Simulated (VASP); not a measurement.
Runs of VASP 6.6.1 on Si2W. The structure is that of space group I4/mmm (No. 139), or close to it. The cells are those of the table. 

```csv
cell,gap on the mesh (eV),pressure (GPa),largest force (eV/Å)
"a = 4.487 Å, angles 138.4, 138.4, 60.3°, 3 atoms",none,(b),0.12
"a = 4.395 Å, angles 134.4, 134.4, 66.5°, 3 atoms",none,-1.9,0.21
"a = 4.934 Å, angles 144.1, 144.1, 51.6°, 3 atoms",none,(a),0.22
"a = 5.124 Å, angles 144.1, 144.1, 51.6°, 3 atoms",none,-15.9,(c)
"a = 4.847 Å, angles 140.4, 140.4, 57.3°, 3 atoms",none,-19.3,0.36
```

Alike in all rows: task single point; level PBE; potentials or basis VASP PAW PBE potentials, release 64 (Si, W_sv); no spin polarisation; k mesh 18 × 18 × 18; cutoff (eV) 520; smearing gaussian 0.15 eV.

Estimate the missing entries.

(a) 3.4; (b) 10.0; (c) 0.69.

Caveats: spin-orbit coupling is left out, which moves the levels of the heavy elements.

A k mesh can miss the band edges, and the runs leave out spin-orbit coupling on W.

A gap of «none» marks levels without a gap at the run's occupations.
